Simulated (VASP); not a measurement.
# Ta5W3 (C2/m) in VASP: single point with PBE

Aim: the single point of Ta5W3 with PBE.

All numbers are computed with VASP 6.6.1; they aren't measurements. Logs are shortened: lines on timing, memory, paths and dates and some standing lists are left out, and cuts for length are marked.

### Step 1. The cell of the first run

The typed cell holds 16 atoms: a = 6.532 Å, b = 6.516 Å, c = 6.532 Å, α = 90.01°, β = 90.00°, γ = 89.99°.

### Step 2. Single point, PBE

The input, INCAR:

```
SYSTEM = Ta5W3
PREC = Accurate ; ENCUT = 520
EDIFF = 1E-6 ; ISMEAR = 0
SIGMA = 0.1 ; LREAL = Auto
LASPH = .True. ; NELM = 60
ALGO = Fast ; ISIF = 2
LWAVE = .False. ; LCHARG = .True.
GGA = PE ; LELF = .True.
LVHAR = .True. ; NBANDS = 111
ISYM = 0
```

The input, KPOINTS:

```
Automatic mesh
0
Gamma
  3 3 3
  0 0 0
```

The input, POSCAR:

```
Ta5W3
1.0
    6.5320255087      0.0004554246      0.0001238577
    0.0003145811      6.5155445621     -0.0003116575
    0.0001235108     -0.0004734165      6.5321025978
Ta W
10 6
Direct
    0.9962732038      0.9996790061      0.0037317372
    0.5037805474      0.9996838044      0.0037329897
    0.9962732751      0.4996784823      0.0037293487
    0.9962724402     -0.0003195271      0.4962194899
    0.5037815658      0.4996808805      0.0037308864
    0.5037795568     -0.0003147660      0.4962211592
    0.9962714544      0.4996833478      0.4962217060
    0.2500253873      0.2496823187      0.7499759124
    0.5037795306      0.4996857082      0.4962236599
    0.2500271673      0.7496818497      0.7499768611
    0.2500267314      0.2496837722      0.2499756480
    0.7500267356      0.2496823308      0.2499775885
    0.2500264129      0.7496804347      0.2499768253
    0.7500259609      0.7496819136      0.2499753562
    0.7500283908      0.2496806893      0.7499743846
    0.7500247727      0.7496835318      0.7499782801
```

Potentials or basis: VASP PAW PBE potentials, release 64 (Ta_pv, W_sv).

Command:

```
cat potpaw_PBE.64/Ta_pv/POTCAR potpaw_PBE.64/W_sv/POTCAR > POTCAR
mpirun -np 1 vasp_std > vasp.out
```

OUTCAR:

```text
SYSTEM = Ta5W3
   PREC = Accurate
   ENCUT = 520
   EDIFF = 1E-6
   ISMEAR = 0
   LREAL = Auto
   LASPH = .True.
   NELM = 60
   ISIF = 2
   GGA = PE
   ISYM = 0

 ion  position               nearest neighbor table
   1  0.996  1.000  0.004-  12 2.80  14 2.80  16 2.83  13 2.83  11 2.83  15 2.83  10 2.85   8 2.85
                             2 3.22   4 3.22   3 3.26   3 3.26   2 3.32   4 3.32
   2  0.504  1.000  0.004-  12 2.80  14 2.80  11 2.83  16 2.83  13 2.83  15 2.83  10 2.85   8 2.85
                             1 3.22   6 3.22   5 3.26   5 3.26   1 3.32   6 3.32
   3  0.996  0.500  0.004-  14 2.80  12 2.80  11 2.83  15 2.83  13 2.83  16 2.83   8 2.85  10 2.85
                             5 3.22   7 3.22   1 3.26   1 3.26   5 3.32   7 3.32
   4  0.996  1.000  0.496-  14 2.80  12 2.80  13 2.83  15 2.83  11 2.83  16 2.83   8 2.85  10 2.85
                             6 3.22   1 3.22   7 3.26   7 3.26   6 3.32   1 3.32
   5  0.504  0.500  0.004-  14 2.80  12 2.80  13 2.83  15 2.83  11 2.83  16 2.83   8 2.85  10 2.85
                             3 3.22   9 3.22   2 3.26   2 3.26   3 3.32   9 3.32
   6  0.504  1.000  0.496-  14 2.80  12 2.80  15 2.83  11 2.83  13 2.83  16 2.83   8 2.85  10 2.85
                             4 3.22   2 3.22   9 3.26   9 3.26   4 3.32   2 3.32
   7  0.996  0.500  0.496-  12 2.80  14 2.80  11 2.83  16 2.83  13 2.83  15 2.83  10 2.85   8 2.85
                             9 3.22   3 3.22   4 3.26   4 3.26   9 3.32   3 3.32
   8  0.250  0.250  0.750-   3 2.85   6 2.85   5 2.85   7 2.85   4 2.85   2 2.85   9 2.85   1 2.85
                            10 3.26  10 3.26  15 3.27  15 3.27  11 3.27  11 3.27
   9  0.504  0.500  0.496-  12 2.80  14 2.80  13 2.83  16 2.83  11 2.83  15 2.83  10 2.85   8 2.85
                             7 3.22   5 3.22   6 3.26   6 3.26   7 3.32   5 3.32
  10  0.250  0.750  0.750-   9 2.85   1 2.85   7 2.85   5 2.85   2 2.85   4 2.85   3 2.85   6 2.85
                             8 3.26   8 3.26  16 3.27  16 3.27  13 3.27  13 3.27
  11  0.250  0.250  0.250-   2 2.83   7 2.83   3 2.83   6 2.83   1 2.83   9 2.83   5 2.83   4 2.83
                            13 3.26  13 3.26  12 3.27  12 3.27   8 3.27   8 3.27
  12  0.750  0.250  0.250-   1 2.80   9 2.80   2 2.80   7 2.80   4 2.80   5 2.80   6 2.80   3 2.80
                            14 3.26  14 3.26  11 3.27  11 3.27  15 3.27  15 3.27
  13  0.250  0.750  0.250-   4 2.83   5 2.83   9 2.83   1 2.83   6 2.83   3 2.83   7 2.83   2 2.83
                            11 3.26  11 3.26  14 3.27  14 3.27  10 3.27  10 3.27
  14  0.750  0.750  0.250-   6 2.80   3 2.80   4 2.80   5 2.80   2 2.80   7 2.80   1 2.80   9 2.80
                            12 3.26  12 3.26  13 3.27  13 3.27  16 3.27  16 3.27
  15  0.750  0.250  0.750-   4 2.83   5 2.83   6 2.83   3 2.83   1 2.83   9 2.83   7 2.83   2 2.83
                            16 3.26  16 3.26   8 3.27  12 3.27   8 3.27  12 3.27
  16  0.750  0.750  0.750-   2 2.83   7 2.83   1 2.83   9 2.83   6 2.83   3 2.83   5 2.83   4 2.83
                            15 3.26  15 3.26  10 3.27  10 3.27  14 3.27  14 3.27

IMPORTANT INFORMATION: All symmetrisations will be switched off!
NOSYMM: (Re-)initialisation of all symmetry stuff for point group C_1.

----------------------------------------------------------------------------------------

                                     Primitive cell

  volume of cell :     278.0043

  direct lattice vectors                    reciprocal lattice vectors
[... 129 lines left out ...]
   GGA     = PE    functional components
   LHFCALC =     F    Hartree Fock is set to
   AEXX    =    0.0000 exact exchange contribution
   IVDW    =     0    specifies the selected vdW correction
   LEPSILON=     F    determine dielectric tensor
   LRPA    =     F    only Hartree local field effects (RPA)
 non-spin polarized calculation
 RMM-DIIS sequential band-by-band and
 Gauss-broadening in eV      SIGMA  =   0.10
  energy-cutoff  :      520.00
  volume of cell :      278.00
 maximum number of plane-waves:      7510
 NGX is ok and might be reduce to    50
   NGX = 25   NGY = 25   NGZ = 25

 number of electron     194.0000038 magnetization

 Free energy of the ion-electron system (eV)
  ---------------------------------------------------
  ext. energy  EPLUGINS =         0.00000000
  ---------------------------------------------------
  free energy    TOTEN  =      -197.12137809 eV

  energy without entropy =     -197.07376841  energy(sigma->0) =     -197.09757325

 E-fermi :   7.1229     XC(G=0): -12.9234

 val. band max:        7.1165831266   @ k =  -0.3333  -0.0000   0.3333
 cond. band min:       7.1431373696   @ k =   0.3333   0.0000   0.0000
 fundamental gap:      0.0265542430
 Fermi energy:         7.1228989151

 k-point     1 :       0.0000    0.0000    0.0000
  band No.  band energies     occupation
      1     -66.1019      2.00000
      2     -66.1018      2.00000
      3     -66.0964      2.00000
      4     -66.0960      2.00000
      5     -66.0534      2.00000
      6     -66.0476      2.00000
[... 1557 lines left out ...]
    108       9.9482      0.00000
    109       9.9568      0.00000
 [bands above 109 left out]

------------------------ aborting loop because EDIFF is reached ----------------------------------------

  FORCE on cell =-STRESS in cart. coord.  units (eV):
  Direction    XX          YY          ZZ          XY          YZ          ZX
  --------------------------------------------------------------------------------------
  -------------------------------------------------------------------------------------
  Total        0.5111719      0.3752962      0.5063303     -0.0243424      0.0245670     -0.0075181
  in kB        2.9459543      2.1628834      2.9180515     -0.1402887      0.1415831     -0.0433277
  external PRESSURE =       2.6756297 kB  Pullay stress =       0.0000000 kB

 VOLUME and BASIS-vectors are now :
 -----------------------------------------------------------------------------
  energy-cutoff  :      520.00
  volume of cell :      278.00
      direct lattice vectors                 reciprocal lattice vectors
     6.532025509  0.000455425  0.000123858     0.153091871 -0.000007392 -0.000002895
     0.000314581  6.515544562 -0.000311658    -0.000010701  0.153479114  0.000011124
     0.000123511 -0.000473417  6.532102598    -0.000002903  0.000007323  0.153090064

 POSITION                                       TOTAL-FORCE (eV/Angst)
 -----------------------------------------------------------------------------------
      6.50800      6.51391      0.02419         0.015539      0.001237     -0.015608
      3.29102      6.51371      0.02414        -0.015858      0.000667     -0.015978
      6.50784      3.25613      0.02433         0.015356      0.001189     -0.015475
      6.50805      6.51368      3.24117         0.015663      0.000905      0.016098
      3.29087      3.25592      0.02428        -0.015912      0.000886     -0.015762
      3.29108      6.51349      3.24112        -0.015808      0.000254      0.015999
[... 8 lines left out ...]
      4.89938      1.62679      4.89892        -0.000094     -0.000404      0.000080
      4.89951      4.88458      4.89879         0.000195     -0.000606     -0.000193
 -----------------------------------------------------------------------------------
    total drift:                                0.000746     -0.012054     -0.000630

  FREE ENERGIE OF THE ION-ELECTRON SYSTEM (eV)
  ---------------------------------------------------
  free  energy   TOTEN  =      -197.1213780868 eV

  energy  without entropy=     -197.0737684080  energy(sigma->0) =     -197.09757325
```

stdout:

```text
POSCAR found type information on POSCAR TaW
 POSCAR found :  2 types and      16 ions
 scaLAPACK will be used
 LDA part: xc-table for (Slater+PW92), standard interpolation
 POSCAR, INCAR and KPOINTS ok, starting setup
 FFT: planning ... GRIDC
 FFT: planning ... GRID_SOFT
 FFT: planning ... GRID
 WAVECAR not read
 entering main loop
```

Wall time 16 min (1 thread of Oxide Virtual Turin-like, shared host); peak memory 0.47 GiB.

Results:

* Free energy: -197.1214 eV
* Pressure: 0.3 GPa
* Largest force: 0.023 eV/Å
* Band gap on the k mesh: zero (bands 97 and 98 overlap by 1.87 eV)

Forces in eV/Å, atoms in the order of the input:
```
Ta   0.016  0.001 -0.016
Ta  -0.016  0.001 -0.016
Ta   0.015  0.001 -0.015
Ta   0.016  0.001  0.016
Ta  -0.016  0.001 -0.016
Ta  -0.016  0.000  0.016
Ta   0.016  0.001  0.016
Ta   0.000 -0.002  0.000
Ta  -0.016  0.000  0.016
Ta   0.000 -0.001  0.000
W    0.000 -0.001  0.000
W    0.000 -0.001  0.000
W    0.000  0.000  0.000
W    0.000 -0.001  0.000
W    0.000  0.000  0.000
W    0.000 -0.001  0.000
```

Levels at points of the mesh, in eV from the Fermi level:
| k point | band 94 | band 95 | band 96 | band 97 | band 98 | band 99 | band 100 | band 101 | band 102 | band 103 |
| --- | --- | --- | --- | --- | --- | --- | --- | --- | --- | --- |
| (0.00, 0.00, 0.00) | 0.66 | 0.66 | 0.94 | 1.21 | 1.21 | 1.22 | 1.22 | 1.24 | 1.27 | 1.48 |

Caveat: spin-orbit coupling is left out, which moves the levels of the heavy elements.

The gap in the log of VASP goes by the Fermi energy; the results here count the filled bands.